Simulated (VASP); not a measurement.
# RbW (P-6m2) in VASP: notebook

Runs on RbW. Level: PBE. Tasks: single point.

Everything below comes from runs of VASP 6.6.1. Logs are shortened: lines on timing, memory, paths and dates and some standing lists are left out, and cuts for length are marked.

### Step 1. The cell of the first run

It takes space group P-6m2 (No. 187, hexagonal). The conventional cell has a = 3.570 Å, b = 3.570 Å, c = 5.531 Å, α = 90.00°, β = 90.00°, γ = 120.00°. Within 4.5 Å of Rb (site symmetry -6m2) lie 6 W at 3.45 Å and 6 Rb at 3.57 Å. Within 4.5 Å of W (site symmetry -6m2) lie 6 Rb at 3.45 Å and 6 W at 3.57 Å.

### Step 2. Single point, PBE (volume scaled by 1.02)

File INCAR:

```
SYSTEM = RbW
ALGO = Fast
EDIFF = 1E-6
ENCUT = 520
GGA = PE
ISIF = 2
ISMEAR = -1
LASPH = .TRUE.
LCHARG = .TRUE.
LELF = .TRUE.
LREAL = .FALSE.
LVHAR = .TRUE.
LWAVE = .FALSE.
NBANDS = 18
NELM = 60
PREC = Accurate
SIGMA = 0.05
```

File KPOINTS:

```
k-points
0
G
  9 9 5
  0 0 0
```

File POSCAR:

```
RbW
1.0
    3.5701108413      0.0000000000      0.0000000000
   -1.7850554156      3.0918066823      0.0000000000
    0.0000000000      0.0000000000      5.5305307642
Rb W
1 1
Direct
    0.0000000000      0.0000000000      0.5000000000
    0.6666666700      0.3333333300      0.0000000000
```

Potentials or basis: VASP PAW PBE potentials, release 64 (Rb_sv, W_sv).

The run is started by

```console
> cat potpaw_PBE.64/Rb_sv/POTCAR potpaw_PBE.64/W_sv/POTCAR > POTCAR
> mpirun -np 1 vasp_std > vasp.out
```

OUTCAR:

```text
SYSTEM = RbW
   EDIFF = 1E-6
   ENCUT = 520
   GGA = PE
   ISIF = 2
   ISMEAR = -1
   LASPH = .TRUE.
   LREAL = .FALSE.
   NELM = 60
   PREC = Accurate

 ion  position               nearest neighbor table
   1  0.000  0.000  0.500-   2 3.45   2 3.45   2 3.45   2 3.45   2 3.45   2 3.45
   2  0.667  0.333  0.000-   1 3.45   1 3.45   1 3.45   1 3.45   1 3.45   1 3.45

  LATTYP: Found a hexagonal cell.
 ALAT       =     3.5701108413
 C/A-ratio  =     1.5491201842

  Lattice vectors:

 A1 = (   3.5701108413,   0.0000000000,   0.0000000000)
 A2 = (  -1.7850554156,   3.0918066823,   0.0000000000)
 A3 = (   0.0000000000,   0.0000000000,   5.5305307642)

Analysis of symmetry for initial positions (statically):
=====================================================================
 Subroutine PRICEL returns:
 Original cell was already a primitive cell.

 Routine SETGRP: Setting up the symmetry group for a
 hexagonal supercell.

 Subroutine GETGRP returns: Found 12 space group operations
 (whereof 12 operations were pure point group operations)
 out of a pool of 24 trial point group operations.

The static configuration has the point symmetry D_3h.

Analysis of symmetry for dynamics (positions and initial velocities):
=====================================================================
 Subroutine PRICEL returns:
 Original cell was already a primitive cell.

 Routine SETGRP: Setting up the symmetry group for a
 hexagonal supercell.

 Subroutine GETGRP returns: Found 12 space group operations
 (whereof 12 operations were pure point group operations)
 out of a pool of 24 trial point group operations.

The dynamic configuration has the point symmetry D_3h.

 Subroutine INISYM returns: Found 12 space group operations
 (whereof 12 operations are pure point group operations),
 and found     1 'primitive' translations

----------------------------------------------------------------------------------------

                                     Primitive cell

  volume of cell :      61.0465

  direct lattice vectors                    reciprocal lattice vectors
     3.570110841  0.000000000  0.000000000     0.280103348  0.161717743  0.000000000
    -1.785055416  3.091806682  0.000000000     0.000000000  0.323435487  0.000000000
     0.000000000  0.000000000  5.530530764     0.000000000  0.000000000  0.180814472

  length of vectors
     3.570110841  3.570110838  5.530530764     0.323435487  0.323435487  0.180814472

  position of ions in fractional coordinates (direct lattice)
     0.000000000  0.000000000  0.500000000
     0.666666670  0.333333330  0.000000000

  ion indices of the primitive-cell ions
   primitive index   ion index
                 1           1
                 2           2

----------------------------------------------------------------------------------------

 KPOINTS: k-points

Automatic generation of k-mesh.
 Grid dimensions read from file:
 generate k-points for:    9    9    5

 Generating k-lattice:

  Cartesian coordinates                     Fractional coordinates (reciprocal lattice)
     0.031122594  0.017968638  0.000000000     0.111111111  0.000000000  0.000000000
     0.000000000  0.035937276  0.000000000     0.000000000  0.111111111  0.000000000
     0.000000000  0.000000000  0.036162894     0.000000000  0.000000000  0.200000000

  Length of vectors
     0.035937276  0.035937276  0.036162894

  Shift w.r.t. Gamma in fractional coordinates (k-lattice)
     0.000000000  0.000000000  0.000000000

 Subroutine IBZKPT returns following result:
 ===========================================

 Found     36 irreducible k-points:

 Following reciprocal coordinates:
            Coordinates               Weight
  0.000000  0.000000  0.000000      1.000000
  0.111111 -0.000000  0.000000      6.000000
  0.222222 -0.000000  0.000000      6.000000
  0.333333  0.000000  0.000000      6.000000
  0.444444 -0.000000  0.000000      6.000000
  0.111111  0.111111  0.000000      6.000000
[... 16 lines left out ...]
  0.333333  0.222222  0.200000     24.000000
  0.333333  0.333333  0.200000      4.000000
 [... further k-points ...]
   k-points           NKPTS =     36   k-points in BZ     NKDIM =     36   number of bands    NBANDS=     18
   number of dos      NEDOS =    301   number of ions     NIONS =      2
   total plane-waves  NPLWV =  32928
   dimension x,y,z NGX =    28 NGY =   28 NGZ =   42
   dimension x,y,z NGXF=    56 NGYF=   56 NGZF=   84
   ions per type =               1   1
   NGX,Y,Z   is equivalent  to a cutoff of  13.04, 13.04, 12.63 a.u.
   NGXF,Y,Z  is equivalent  to a cutoff of  26.08, 26.08, 25.25 a.u.
 SYSTEM =  RbW
   PREC   = accura    normal or accurate (medium, high low for compatibility)
   ISTART =      0    job   : 0-new  1-cont  2-samecut
   ICHARG =      2    charge: 1-file 2-atom 10-const
   ISPIN  =      1    spin polarized calculation?
   LNONCOLLINEAR =      F non collinear calculations
   LSORBIT =      F    spin-orbit coupling
   LASPH  =      T    aspherical Exc in radial PAW
   ENCUT  =  520.0 eV  38.22 Ry    6.18 a.u.   6.64  6.64 10.28*2*pi/ulx,y,z
   NELM   =     60;   NELMIN=  2; NELMDL= -5     # of ELM steps
   EDIFF  = 0.1E-05   stopping-criterion for ELM
   LREAL  =      F    real-space projection
   EDIFFG = 0.1E-04   stopping-criterion for IOM
   NSW    =      0    number of steps for IOM
   IBRION =     -1    ionic relax: 0-MD 1-quasi-New 2-CG
   NFREE  =      0    steps in history (QN), initial steepest desc. (CG)
   ISIF   =      2    stress and relaxation
   ISYM   =      2    0-nonsym 1-usesym 2-fastsym
   POTIM  = 0.5000    time-step for ionic-motion
   TEBEG  =    0.0;   TEEND  =   0.0 temperature during run
   PSTRESS=    0.0 pullay stress
   NELECT =      23.0000    total number of electrons
   NUPDOWN=      -1.0000    fix difference up-down
   EMIN   =  10.00;   EMAX   =-10.00  energy-range for DOS
   EFERMI =   0.00;   METHOD = LEGACY
   ISMEAR =    -1;   SIGMA  =   0.05  broadening in eV -4-tet -1-fermi 0-gaus
   EFERMI_NEDOS =   21; number of points for ismear=-14 and -15
   IALGO  =     68    algorithm
   IMIX   =      4    mixing-type and parameters
     AMIX     =   0.40;   BMIX     =  1.00
     AMIX_MAG =   1.60;   BMIX_MAG =  1.00
  volume/ion in A,a.u.               =      30.52       205.98
  Fermi-wavevector in a.u.,A,eV,Ry     =   1.182398  2.234409 19.021842  1.398066
  Thomas-Fermi vector in A             =   2.318653
   LORBIT       =      0    0 simple, 1 ext, 2 COOP (PROOUT), +10 PAW based schemes
   GGA     = PE    functional components
   LHFCALC =     F    Hartree Fock is set to
   AEXX    =    0.0000 exact exchange contribution
   IVDW    =     0    specifies the selected vdW correction
   LEPSILON=     F    determine dielectric tensor
   LRPA    =     F    only Hartree local field effects (RPA)
 non-spin polarized calculation
 RMM-DIIS sequential band-by-band and
  energy-cutoff  :      520.00
  volume of cell :       61.05
 maximum number of plane-waves:      1701
 NGX is ok and might be reduce to    28
   NGX = 13   NGY = 13   NGZ = 21

 number of electron      22.9999999 magnetization

 Free energy of the ion-electron system (eV)
  ---------------------------------------------------
  ext. energy  EPLUGINS =         0.00000000
  ---------------------------------------------------
  free energy    TOTEN  =        -8.11086341 eV

  energy without entropy =       -8.07695670  energy(sigma->0) =       -8.09391005

 E-fermi :   3.2649     XC(G=0):  -9.5341

 val. band max:        3.2610363104   @ k =   0.0000   0.0000   0.4000
 cond. band min:       3.2749092791   @ k =   0.1111   0.1111   0.4000
 fundamental gap:      0.0138729688
 Fermi energy:         3.2648798612

 k-point     1 :       0.0000    0.0000    0.0000
  band No.  band energies     occupation
      1     -70.9122      2.00000
      2     -35.0061      2.00000
      3     -35.0061      2.00000
      4     -34.9591      2.00000
      5     -24.0401      2.00000
      6      -8.2338      2.00000
[... 10 lines left out ...]
     17       9.4462      0.00000
     18       9.4462      0.00000

 k-point     2 :       0.1111   -0.0000    0.0000
  band No.  band energies     occupation
      1     -70.9119      2.00000
      2     -35.0147      2.00000
      3     -35.0083      2.00000
      4     -34.9581      2.00000
      5     -24.0175      2.00000
      6      -8.2016      2.00000
[... 10 lines left out ...]
     17       8.9739      0.00000
     18       9.7704      0.00000

 k-point     3 :       0.2222   -0.0000    0.0000
  band No.  band energies     occupation
      1     -70.9111      2.00000
      2     -35.0362      2.00000
      3     -35.0138      2.00000
      4     -34.9555      2.00000
      5     -23.9596      2.00000
      6      -8.1921      2.00000
[... 10 lines left out ...]
     17       8.5689      0.00000
     18      10.6731      0.00000

 k-point     4 :       0.3333    0.0000    0.0000
  band No.  band energies     occupation
      1     -70.9103      2.00000
      2     -35.0606      2.00000
      3     -35.0201      2.00000
      4     -34.9525      2.00000
      5     -23.8923      2.00000
      6      -8.6780      2.00000
[... 375 lines left out ...]
      4     -34.9513      2.00000
      5     -23.8624      2.00000
      6      -8.6842      2.00000
[... 10 lines left out ...]
     17       8.6624      0.00000
     18       9.5164      0.00000

 k-point    23 :       0.3333    0.2222    0.2000
  band No.  band energies     occupation
      1     -70.9095      2.00000
      2     -35.0678      2.00000
      3     -35.0416      2.00000
      4     -34.9498      2.00000
      5     -23.8282      2.00000
      6      -8.7851      2.00000
[... 10 lines left out ...]
     17       8.3379      0.00000
     18       9.0151      0.00000

 k-point    24 :       0.3333    0.3333    0.2000
  band No.  band energies     occupation
      1     -70.9094      2.00000
      2     -35.0576      2.00000
      3     -35.0571      2.00000
      4     -34.9493      2.00000
      5     -23.8164      2.00000
      6      -8.5902      2.00000
[... 10 lines left out ...]
     17       8.0199      0.00000
     18       8.9351      0.00000

 [... further k-points ...]
[... 5 lines left out ...]
  --------------------------------------------------------------------------------------
  -------------------------------------------------------------------------------------
  Total       -5.4808332     -5.4808332      3.2379895     -0.0000000      0.0000000     -0.0000000
  in kB     -143.8455150   -143.8455149     84.9816523     -0.0000002      0.0000000     -0.0000000
  external PRESSURE =     -67.5697925 kB  Pullay stress =       0.0000000 kB

 VOLUME and BASIS-vectors are now :
 -----------------------------------------------------------------------------
  energy-cutoff  :      520.00
  volume of cell :       61.05
      direct lattice vectors                 reciprocal lattice vectors
     3.570110841  0.000000000  0.000000000     0.280103348  0.161717743  0.000000000
    -1.785055416  3.091806682  0.000000000     0.000000000  0.323435487  0.000000000
     0.000000000  0.000000000  5.530530764     0.000000000  0.000000000  0.180814472

 POSITION                                       TOTAL-FORCE (eV/Angst)
 -----------------------------------------------------------------------------------
      0.00000      0.00000      2.76527         0.000000     -0.000000      0.000000
      1.78506      1.03060      0.00000        -0.000000      0.000000      0.000000
 -----------------------------------------------------------------------------------
    total drift:                               -0.000022      0.000013     -0.000000

  FREE ENERGIE OF THE ION-ELECTRON SYSTEM (eV)
  ---------------------------------------------------
  free  energy   TOTEN  =        -8.1108634066 eV

  energy  without entropy=       -8.0769566991  energy(sigma->0) =       -8.09391005
```

Run time: 2.5 min. Hardware: 1 thread of Intel Xeon 8259CL, shared host; peak memory 0.2 GiB.

What came out:

```
Free energy : -8.1109 eV
Pressure    : -6.8 GPa
```

Caveat: spin-orbit coupling is left out, which moves the levels of the heavy elements.

[end of part 1 of 2]
